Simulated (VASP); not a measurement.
# CaO (I4/mmm) in VASP: further runs

Runs on CaO. Level: PBE. Tasks: single point.

Program: VASP 6.6.1. These are calculated values, not measurements. Logs are shortened: lines on timing, memory, paths and dates and some standing lists are left out, and cuts for length are marked.

### Step 1. The cell of the first run

The structure is tetragonal, space group I4/mmm (No. 139). Conventional cell: a = 3.515 Å, b = 3.515 Å, c = 5.045 Å, α = 90.00°, β = 90.00°, γ = 90.00°. Within 3.3 Å of Ca (site symmetry 4/mmm) lie 6 O at 2.49 to 2.52 Å. Within 3.3 Å of O (site symmetry 4/mmm) lie 6 Ca at 2.49 to 2.52 Å.

### Step 2. Single point, PBE (strain +0.015 along x and y, +0.030 along z)

INCAR

```
SYSTEM = CaO
PREC     = Accurate       ! precision mode
ENCUT    = 520            ! plane-wave cutoff, eV
EDIFF    = 1E-6           ! SCF threshold, eV
ISMEAR   = 0              ! smearing method
SIGMA    = 0.05           ! smearing width, eV
LREAL    = .False.        ! projectors in reciprocal space
LASPH    = .True.         ! aspherical terms in the spheres
NELM     = 60             ! most SCF steps
ALGO     = Normal         ! electronic algorithm
ISIF     = 2              ! what is computed and relaxed
LWAVE    = .False.        ! write WAVECAR
LCHARG   = .False.        ! write CHGCAR
GGA      = PE             ! functional
NBANDS   = 15             ! bands
```

KPOINTS

```
regular mesh
0
Gamma
  8 8 8
  0 0 0
```

POSCAR

```
CaO
1.0
    0.0000000000      2.4857350000      2.5224700000
    2.4857350000      0.0000000000      2.5224700000
    2.4857350000      2.4857350000      0.0000000000
Ca O
1 1
Direct
    0.0000000000      0.0000000000      0.0000000000
    0.5000000000      0.5000000000      0.5000000000
```

Potentials or basis: VASP PAW PBE potentials, release 64 (Ca_sv, O).

The run is started by

```bash
$ cat potpaw_PBE.64/Ca_sv/POTCAR potpaw_PBE.64/O/POTCAR > POTCAR
$ mpirun -np 1 vasp_std > vasp.out
```

OUTCAR:

```text
SYSTEM = CaO
   PREC = Accurate
   ENCUT = 520
   EDIFF = 1E-6
   ISMEAR = 0
   LREAL = .False.
   LASPH = .True.
   NELM = 60
   ISIF = 2
   GGA = PE

 ion  position               nearest neighbor table
   1  0.000  0.000  0.000-   2 2.49   2 2.49   2 2.49   2 2.49   2 2.52   2 2.52
   2  0.500  0.500  0.500-   1 2.49   1 2.49   1 2.49   1 2.49   1 2.52   1 2.52

  LATTYP: Found a body centered tetragonal cell.
 ALAT       =     3.5153601495
 C/A-ratio  =     1.4351132702

  Lattice vectors:

 A1 = (  -2.4857350000,   0.0000000000,   2.5224700000)
 A2 = (   2.4857350000,   0.0000000000,   2.5224700000)
 A3 = (   0.0000000000,   2.4857350000,  -2.5224700000)

Analysis of symmetry for initial positions (statically):
=====================================================================
 Subroutine PRICEL returns:
 Original cell was already a primitive cell.

 Routine SETGRP: Setting up the symmetry group for a
 body centered tetragonal supercell.

 Subroutine GETGRP returns: Found 16 space group operations
 (whereof 16 operations were pure point group operations)
 out of a pool of 16 trial point group operations.

The static configuration has the point symmetry D_4h.

Analysis of symmetry for dynamics (positions and initial velocities):
=====================================================================
 Subroutine PRICEL returns:
 Original cell was already a primitive cell.

 Routine SETGRP: Setting up the symmetry group for a
 body centered tetragonal supercell.

 Subroutine GETGRP returns: Found 16 space group operations
 (whereof 16 operations were pure point group operations)
 out of a pool of 16 trial point group operations.

The dynamic configuration has the point symmetry D_4h.

 Subroutine INISYM returns: Found 16 space group operations
 (whereof 16 operations are pure point group operations),
 and found     1 'primitive' translations

----------------------------------------------------------------------------------------

                                     Primitive cell

  volume of cell :      31.1721

  direct lattice vectors                    reciprocal lattice vectors
     0.000000000  2.485735000  2.522470000    -0.201147749  0.201147749  0.198218413
     2.485735000  0.000000000  2.522470000     0.201147749 -0.201147749  0.198218413
     2.485735000  2.485735000  0.000000000     0.201147749  0.201147749 -0.198218413

  length of vectors
     3.541430981  3.541430981  3.515360149     0.346715118  0.346715118  0.346715118

  position of ions in fractional coordinates (direct lattice)
     0.000000000  0.000000000  0.000000000
     0.500000000  0.500000000  0.500000000

  ion indices of the primitive-cell ions
   primitive index   ion index
                 1           1
                 2           2

----------------------------------------------------------------------------------------

 KPOINTS: regular mesh

Automatic generation of k-mesh.
 Grid dimensions read from file:
 generate k-points for:    8    8    8

 Generating k-lattice:

  Cartesian coordinates                     Fractional coordinates (reciprocal lattice)
    -0.025143469  0.025143469  0.024777302     0.125000000  0.000000000  0.000000000
     0.025143469 -0.025143469  0.024777302     0.000000000  0.125000000  0.000000000
     0.025143469  0.025143469 -0.024777302     0.000000000  0.000000000  0.125000000

  Length of vectors
     0.043339390  0.043339390  0.043339390

  Shift w.r.t. Gamma in fractional coordinates (k-lattice)
     0.000000000  0.000000000  0.000000000

 Subroutine IBZKPT returns following result:
 ===========================================

 Found     59 irreducible k-points:

 Following reciprocal coordinates:
            Coordinates               Weight
  0.000000  0.000000  0.000000      1.000000
  0.125000 -0.000000  0.000000      8.000000
  0.250000 -0.000000  0.000000      8.000000
  0.375000  0.000000  0.000000      8.000000
  0.500000 -0.000000  0.000000      4.000000
  0.125000  0.125000  0.000000      2.000000
[... 16 lines left out ...]
  0.250000 -0.000000  0.125000     16.000000
  0.375000  0.000000  0.125000     16.000000
 [... further k-points ...]
   k-points           NKPTS =     59   k-points in BZ     NKDIM =     59   number of bands    NBANDS=     15
   number of dos      NEDOS =    301   number of ions     NIONS =      2
   total plane-waves  NPLWV =  21952
   dimension x,y,z NGX =    28 NGY =   28 NGZ =   28
   dimension x,y,z NGXF=    56 NGYF=   56 NGZF=   56
   ions per type =               1   1
   NGX,Y,Z   is equivalent  to a cutoff of  13.14, 13.14, 13.24 a.u.
   NGXF,Y,Z  is equivalent  to a cutoff of  26.29, 26.29, 26.48 a.u.
 SYSTEM =  CaO
   PREC   = accura    normal or accurate (medium, high low for compatibility)
   ISTART =      0    job   : 0-new  1-cont  2-samecut
   ICHARG =      2    charge: 1-file 2-atom 10-const
   ISPIN  =      1    spin polarized calculation?
   LNONCOLLINEAR =      F non collinear calculations
   LSORBIT =      F    spin-orbit coupling
   LASPH  =      T    aspherical Exc in radial PAW
   ENCUT  =  520.0 eV  38.22 Ry    6.18 a.u.   6.58  6.58  6.54*2*pi/ulx,y,z
   NELM   =     60;   NELMIN=  2; NELMDL= -5     # of ELM steps
   EDIFF  = 0.1E-05   stopping-criterion for ELM
   LREAL  =      F    real-space projection
   EDIFFG = 0.1E-04   stopping-criterion for IOM
   NSW    =      0    number of steps for IOM
   IBRION =     -1    ionic relax: 0-MD 1-quasi-New 2-CG
   NFREE  =      0    steps in history (QN), initial steepest desc. (CG)
   ISIF   =      2    stress and relaxation
   ISYM   =      2    0-nonsym 1-usesym 2-fastsym
   POTIM  = 0.5000    time-step for ionic-motion
   TEBEG  =    0.0;   TEEND  =   0.0 temperature during run
   PSTRESS=    0.0 pullay stress
   NELECT =      16.0000    total number of electrons
   NUPDOWN=      -1.0000    fix difference up-down
   EMIN   =  10.00;   EMAX   =-10.00  energy-range for DOS
   EFERMI =   0.00;   METHOD = LEGACY
   ISMEAR =     0;   SIGMA  =   0.05  broadening in eV -4-tet -1-fermi 0-gaus
   EFERMI_NEDOS =   21; number of points for ismear=-14 and -15
   IALGO  =     38    algorithm
   IMIX   =      4    mixing-type and parameters
     AMIX     =   0.40;   BMIX     =  1.00
     AMIX_MAG =   1.60;   BMIX_MAG =  1.00
  volume/ion in A,a.u.               =      15.59       105.18
  Fermi-wavevector in a.u.,A,eV,Ry     =   1.310769  2.476995 23.376391  1.718116
  Thomas-Fermi vector in A             =   2.441277
   LORBIT       =      0    0 simple, 1 ext, 2 COOP (PROOUT), +10 PAW based schemes
   GGA     = PE    functional components
   LHFCALC =     F    Hartree Fock is set to
   AEXX    =    0.0000 exact exchange contribution
   IVDW    =     0    specifies the selected vdW correction
   LEPSILON=     F    determine dielectric tensor
   LRPA    =     F    only Hartree local field effects (RPA)
 non-spin polarized calculation
 Gauss-broadening in eV      SIGMA  =   0.05
  energy-cutoff  :      520.00
  volume of cell :       31.17
 maximum number of plane-waves:       869
 NGX is ok and might be reduce to    28
   NGX = 13   NGY = 13   NGZ = 13

 number of electron      16.0000000 magnetization

 Free energy of the ion-electron system (eV)
  ---------------------------------------------------
  ext. energy  EPLUGINS =         0.00000000
  ---------------------------------------------------
  free energy    TOTEN  =       -12.72838095 eV

  energy without entropy =      -12.72838095  energy(sigma->0) =      -12.72838095

 E-fermi :   1.9436     XC(G=0):  -9.9244

 val. band max:        1.7401512040   @ k =   0.0000   0.0000   0.0000
 cond. band min:       5.3578270592   @ k =   0.5000   0.0000   0.5000
 fundamental gap:      3.6176758552
 Fermi energy:         1.9435696685

 k-point     1 :       0.0000    0.0000    0.0000
  band No.  band energies     occupation
      1     -36.3996      2.00000
      2     -17.2395      2.00000
      3     -17.2249      2.00000
      4     -17.2249      2.00000
      5     -13.5828      2.00000
      6       1.7200      2.00000
      7       1.7402      2.00000
      8       1.7402      2.00000
      9       5.5643      0.00000
     10       7.5991      0.00000
     11       7.6849      0.00000
     12       7.6849      0.00000
     13       8.9146      0.00000
     14       9.0269      0.00000
     15      16.0779      0.00000

 k-point     2 :       0.1250   -0.0000    0.0000
  band No.  band energies     occupation
      1     -36.3908      2.00000
      2     -17.3473      2.00000
      3     -17.2413      2.00000
      4     -17.2300      2.00000
      5     -13.4512      2.00000
      6       1.2320      2.00000
      7       1.5570      2.00000
      8       1.5677      2.00000
      9       6.2259      0.00000
     10       7.6073      0.00000
     11       7.8634      0.00000
     12       7.9080      0.00000
     13       9.2140      0.00000
     14       9.3317      0.00000
     15      16.5224      0.00000

 k-point     3 :       0.2500   -0.0000    0.0000
  band No.  band energies     occupation
      1     -36.3694      2.00000
      2     -17.6037      2.00000
      3     -17.2575      2.00000
      4     -17.2422      2.00000
      5     -13.1596      2.00000
      6       0.3287      2.00000
      7       1.1881      2.00000
      8       1.1932      2.00000
      9       7.5172      0.00000
     10       7.7384      0.00000
     11       8.4657      0.00000
     12       8.4904      0.00000
     13       9.9428      0.00000
     14      10.0714      0.00000
     15      16.4636      0.00000
[... 343 lines left out ...]
 k-point    23 :       0.2500   -0.0000    0.1250
  band No.  band energies     occupation
      1     -36.3705      2.00000
      2     -17.5291      2.00000
      3     -17.2799      2.00000
      4     -17.2625      2.00000
      5     -13.2251      2.00000
      6       0.4066      2.00000
      7       1.3111      2.00000
      8       1.3992      2.00000
      9       7.0139      0.00000
     10       7.2506      0.00000
     11       8.6333      0.00000
     12       8.7262      0.00000
     13       9.4863      0.00000
     14      10.3924      0.00000
     15      17.0041      0.00000

 k-point    24 :       0.3750    0.0000    0.1250
  band No.  band energies     occupation
      1     -36.3492      2.00000
      2     -17.7418      2.00000
      3     -17.2962      2.00000
      4     -17.2794      2.00000
      5     -13.0001      2.00000
      6      -0.1249      2.00000
      7       0.9016      2.00000
      8       1.0674      2.00000
      9       7.3201      0.00000
     10       8.4238      0.00000
     11       9.2310      0.00000
     12       9.3418      0.00000
     13      10.2757      0.00000
     14      11.0999      0.00000
     15      15.6391      0.00000

 [... further k-points ...]
[... 5 lines left out ...]
  --------------------------------------------------------------------------------------
  -------------------------------------------------------------------------------------
  Total       -1.5160814     -1.5160814     -1.7262337      0.0000000     -0.0000000     -0.0000000
  in kB      -77.9233205    -77.9233205    -88.7246952      0.0000000     -0.0000000     -0.0000000
  external PRESSURE =     -81.5237787 kB  Pullay stress =       0.0000000 kB

 VOLUME and BASIS-vectors are now :
 -----------------------------------------------------------------------------
  energy-cutoff  :      520.00
  volume of cell :       31.17
      direct lattice vectors                 reciprocal lattice vectors
     0.000000000  2.485735000  2.522470000    -0.201147749  0.201147749  0.198218413
     2.485735000  0.000000000  2.522470000     0.201147749 -0.201147749  0.198218413
     2.485735000  2.485735000  0.000000000     0.201147749  0.201147749 -0.198218413

 POSITION                                       TOTAL-FORCE (eV/Angst)
 -----------------------------------------------------------------------------------
      0.00000      0.00000      0.00000        -0.000000     -0.000000     -0.000000
      2.48574      2.48574      2.52247         0.000000      0.000000      0.000000
 -----------------------------------------------------------------------------------
    total drift:                                0.000000      0.000000      0.000000

  FREE ENERGIE OF THE ION-ELECTRON SYSTEM (eV)
  ---------------------------------------------------
  free  energy   TOTEN  =       -12.7283809490 eV

  energy  without entropy=      -12.7283809490  energy(sigma->0) =      -12.72838095
```

It took 17 s on 1 thread of Intel Xeon Platinum 8488C (Sapphire Rapids), shared host; peak memory 0.17 GiB.

Results:

| Item | Value |
| --- | --- |
| Free energy | -12.7284 eV |
| Pressure | -8.2 GPa |
| Band gap on the k mesh | 3.62 eV, indirect (least direct gap 3.82 eV) |

Stress tensor (GPa, compression positive):
```
-7.79  0.00  0.00
 0.00 -7.79  0.00
 0.00  0.00 -8.87
```

Caveat: the cell differs from its parent crystal (strain +0.015 along x and y, +0.030 along z). A k mesh can miss the band edges.

### Step 3. Single point, PBE (strain +0.030 along x and y, +0.015 along z)

INCAR

```
SYSTEM = CaO
PREC = Accurate ; ENCUT = 520
EDIFF = 1E-6 ; ISMEAR = 0
SIGMA = 0.05 ; LREAL = .False.
LASPH = .True. ; NELM = 80
ALGO = Normal ; ISIF = 2
LWAVE = .False. ; LCHARG = .True.
GGA = PE ; LELF = .True.
LVHAR = .True. ; NBANDS = 15
```

KPOINTS is that of step 2.

POSCAR

```
CaO
1.0
    0.0000000000      2.5224700000      2.4857350000
    2.5224700000      0.0000000000      2.4857350000
    2.5224700000      2.5224700000      0.0000000000
Ca O
1 1
Direct
    0.0000000000      0.0000000000      0.0000000000
    0.5000000000      0.5000000000      0.5000000000
```

Potentials or basis: VASP PAW PBE potentials, release 64 (Ca_sv, O).

The run is started by

```bash
$ cat potpaw_PBE.64/Ca_sv/POTCAR potpaw_PBE.64/O/POTCAR > POTCAR
$ mpirun -np 1 vasp_std > vasp.out
```

OUTCAR:

```text
SYSTEM = CaO
   PREC = Accurate
   ENCUT = 520
   EDIFF = 1E-6
   ISMEAR = 0
   LREAL = .False.
   LASPH = .True.
   NELM = 80
   ISIF = 2
   GGA = PE

 ion  position               nearest neighbor table
   1  0.000  0.000  0.000-   2 2.49   2 2.49   2 2.52   2 2.52   2 2.52   2 2.52
   2  0.500  0.500  0.500-   1 2.49   1 2.49   1 2.52   1 2.52   1 2.52   1 2.52

  LATTYP: Found a body centered tetragonal cell.
 ALAT       =     3.5673112847
 C/A-ratio  =     1.3936182192

  Lattice vectors:

 A1 = (   0.0000000000,  -2.5224700000,  -2.4857350000)
 A2 = (   0.0000000000,   2.5224700000,  -2.4857350000)
[... 612 lines left out ...]
     13      10.1596      0.00000
     14      10.7771      0.00000
     15      15.3910      0.00000

 [... further k-points ...]
[... 5 lines left out ...]
  --------------------------------------------------------------------------------------
  -------------------------------------------------------------------------------------
  Total       -1.8668807     -1.8668807     -1.6637007      0.0000000      0.0000000      0.0000000
  in kB      -94.5562661    -94.5562661    -84.2653320      0.0000000      0.0000000      0.0000000
  external PRESSURE =     -91.1259547 kB  Pullay stress =       0.0000000 kB

 VOLUME and BASIS-vectors are now :
 -----------------------------------------------------------------------------
  energy-cutoff  :      520.00
  volume of cell :       31.63
      direct lattice vectors                 reciprocal lattice vectors
     0.000000000  2.522470000  2.485735000    -0.198218413  0.198218413  0.201147749
     2.522470000  0.000000000  2.485735000     0.198218413 -0.198218413  0.201147749
     2.522470000  2.522470000  0.000000000     0.198218413  0.198218413 -0.201147749

 POSITION                                       TOTAL-FORCE (eV/Angst)
 -----------------------------------------------------------------------------------
      0.00000      0.00000      0.00000         0.000000     -0.000000      0.000000
      2.52247      2.52247      2.48574        -0.000000      0.000000      0.000000
 -----------------------------------------------------------------------------------
    total drift:                                0.000000      0.000000      0.000000

  FREE ENERGIE OF THE ION-ELECTRON SYSTEM (eV)
  ---------------------------------------------------
  free  energy   TOTEN  =       -12.7038998205 eV

  energy  without entropy=      -12.7038998205  energy(sigma->0) =      -12.70389982
```

It took 17 s on 1 thread of Intel Xeon Platinum 8488C (Sapphire Rapids), shared host; peak memory 0.17 GiB.

Results:

* Free energy: -12.7039 eV
* Pressure: -9.1 GPa
* Band gap on the k mesh: 3.59 eV, indirect (least direct gap 3.72 eV)

Levels at points of the mesh, in eV from the valence-band top:
```tsv
k point	band 5	band 6	band 7	band 8	band 9	band 10	band 11	band 12
(0.00, 0.00, 0.00)	-15.30	-0.02	-0.02	0.00	3.72	5.84	5.84	5.92
(0.50, 0.00, 0.00)	-14.55	-2.36	-0.99	-0.98	6.43	7.52	7.63	7.64
(0.50, 0.50, 0.00)	-15.08	-1.29	-0.42	-0.42	3.59	7.12	8.13	8.66
(0.50, 0.00, 0.50)	-15.08	-1.35	-0.39	-0.38	3.64	7.10	8.14	8.60
```

Caveat: the cell differs from its parent crystal (strain +0.030 along x and y, +0.015 along z). A k mesh can miss the band edges.
